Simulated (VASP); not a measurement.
# TlBr: relaxation of cell and atoms with PBEsol

Crystal: TlBr.

```
CELL_PARAMETERS angstrom
3.91452 0.00000 0.00000
0.00000 3.91452 0.00000
0.00000 0.00000 3.91452
ATOMIC_POSITIONS crystal
Tl 0.00000 0.00000 0.00000
Br 0.50000 0.50000 0.50000
```

| Item | Value |
| --- | --- |
| Program | VASP 6.6.1 |
| Task | relaxation of cell and atoms |
| Functional | PBEsol |
| Potentials or basis | VASP PAW PBE potentials, release 64 (Tl_d, Br) |
| Cutoff | 500 eV |
| k mesh | 6 × 6 × 6 |
| Occupations | gaussian, width 0.01 eV |
| Spin | no spin polarisation |
| Target pressure | 10 GPa |
| Dipole correction | no |
| Further INCAR settings | ALGO = Normal; EDIFF = 1e-07; IBRION = 2; EDIFFG = -0.002; NSW = 100; ISIF = 3 |

```
Relaxed volume                                         : 24.26 Å³/atom
Relaxed cell                                           : a = 3.647 Å, b = 3.647 Å, c = 3.647 Å, α = 90.00°, β = 90.00°, γ = 90.00°
Space group after relaxing (to 0.05 Å)                 : Pm-3m (No. 221)
Energy change on relaxing (the enthalpy is what falls) : +143.3 meV/atom
Ionic steps                                            : 3
Pressure after relaxing                                : 10.0 GPa
Band gap on the k mesh                                 : 0.57 eV, indirect (least direct gap 0.87 eV)
```

Step by step:
| step | energy change (eV) | largest force (eV/Å) | pressure (GPa) | volume (Å³) |
| --- | --- | --- | --- | --- |
| 1 | 0.0000 | 0.0000 | -0.01 | 59.98 |
| 2 | 0.5580 | 0.0000 | 16.13 | 45.14 |
| 3 | 0.2866 | 0.0000 | 9.99 | 48.52 |

Final structure:
```
Tl Br
1.0
     3.64727    0.00000    0.00000
     0.00000    3.64727    0.00000
     0.00000    0.00000    3.64727
Tl Br
1 1
Direct
  0.00000 0.00000 0.00000
  0.50000 0.50000 0.50000
```

Levels at points of the mesh, in eV from the valence-band top:
| k point | band 6 | band 7 | band 8 | band 9 | band 10 | band 11 | band 12 | band 13 | band 14 |
| --- | --- | --- | --- | --- | --- | --- | --- | --- | --- |
| (0.00, 0.00, 0.00) | -10.64 | -5.53 | -2.75 | -2.75 | -2.75 | 5.87 | 5.87 | 8.02 | 8.02 |
| (0.50, 0.00, 0.00) | -10.62 | -7.66 | -1.84 | -1.84 | 0.00 | 0.87 | 5.27 | 5.27 | 6.54 |
| (0.50, 0.50, 0.00) | -10.50 | -5.21 | -5.21 | -4.69 | -1.81 | 4.89 | 4.89 | 7.18 | 7.98 |
| (0.50, 0.50, 0.50) | -10.49 | -3.46 | -3.46 | -3.46 | -2.93 | 0.57 | 0.57 | 0.57 | 14.27 |

Wall time 19 s on 1 thread of Intel(R) Xeon(R) 6975P-C (Granite Rapids), on a shared host, peak memory 0.18 GiB.

Caveat: the cell is relaxed towards a set pressure, so the enthalpy falls and the energy may rise; the volume moved by over 15 % at a fixed basis, so the end points are rough; the PAW data sets were made with another functional, which shifts forces and pressure a little; spin-orbit coupling is left out, which moves the levels of the heavy elements. A k mesh can miss the band edges.
